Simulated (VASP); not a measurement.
CdS (Hawleyite): single point with PBE

CdS (Hawleyite):

```
Cd S
1.0
     0.00000    2.93921    2.93921
     2.91982    0.00000    2.93921
     2.91982    2.93921    0.00000
Cd S
1 1
Direct
  0.00000 0.00000 0.00000
  0.25000 0.25000 0.25000
```

This cell differs from its parent crystal: uniaxial x strain -0.7%.

```
Program             : VASP 6.6.1
Task                : single point
Functional          : PBE
Potentials or basis : VASP PAW PBE potentials, release 64 (Cd, S)
Cutoff              : 520 eV
k mesh              : 4 × 4 × 4
Occupations         : gaussian, width 0.01 eV
Spin                : no spin polarisation
```

* Pressure: 2.3 GPa
* Band gap on the k mesh: 1.09 eV, direct

Stress tensor (GPa, compression positive):
```
2.35 0.00 0.00
0.00 2.24 0.00
0.00 0.00 2.24
```

Levels at points of the mesh, in eV from the valence-band top:
```tsv
k point	band 5	band 6	band 7	band 8	band 9	band 10	band 11	band 12	band 13	band 14
(0.00, 0.00, 0.00)	-7.25	-7.25	-0.02	-0.02	0.00	1.09	6.52	6.52	6.52	11.32
(0.50, 0.00, 0.00)	-7.21	-6.88	-4.32	-0.76	-0.73	2.96	6.96	7.01	7.41	11.01
(0.50, 0.50, 0.00)	-7.17	-6.82	-3.92	-1.83	-1.82	3.56	4.32	9.13	10.63	10.70
(0.00, 0.50, 0.50)	-7.16	-6.81	-3.88	-1.86	-1.86	3.54	4.27	9.19	10.65	10.65
```

It took 8.1 s on 1 thread of AMD EPYC 9R45 96-Core Processor (Zen 5) (shared host), peak memory 0.14 GiB.

Caveat: the k points lie up to 0.46 Å⁻¹ apart; the cell differs from its parent crystal (uniaxial x strain -0.7%).
